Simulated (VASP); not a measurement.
Runs of VASP 6.6.1 on Al2GaP3. The structure is that of space group P3m1 (No. 156), or close to it. The cells are those of the table. 

```csv
level,cell,k mesh,gap on the mesh (eV),pressure (GPa),largest force (eV/Å)
PBE,"a = 3.855, b = 3.855, c = 9.441 Å, angles 90.0, 90.0, 120.0°, 6 atoms",6 × 6 × 2,1.55,2.6,0.01
PBE,"a = 3.895, b = 3.895, c = 9.538 Å, angles 90.0, 90.0, 120.0°, 6 atoms",6 × 6 × 2,(a),(b),0.01
PBE,"a = 3.815, b = 3.815, c = 9.343 Å, angles 90.0, 90.0, 120.0°, 6 atoms",6 × 6 × 2,1.48,5.6,0.02
PBE,"a = 3.868, b = 3.868, c = 9.474 Å, angles 90.0, 90.0, 120.0°, 6 atoms",12 × 12 × 4,(c),1.6,0.07
r2SCAN,"a = 3.789, b = 3.789, c = 9.280 Å, angles 90.0, 90.0, 120.0°, 6 atoms",6 × 6 × 2,1.74,6.1,0.01
```

Alike in all rows: task single point; potentials or basis VASP PAW PBE potentials, release 64 (Al, Ga_d, P); no spin polarisation; cutoff (eV) 520; smearing gaussian 0.01 eV.

**Question.** Estimate the missing entries.

**Answer.** (a) 1.61; (b) -0.1; (c) 1.57.

Caveats: the PAW data sets were made with another functional, which shifts forces and pressure a little (some runs).

A k mesh can miss the band edges, and the runs leave out spin-orbit coupling on Ga.
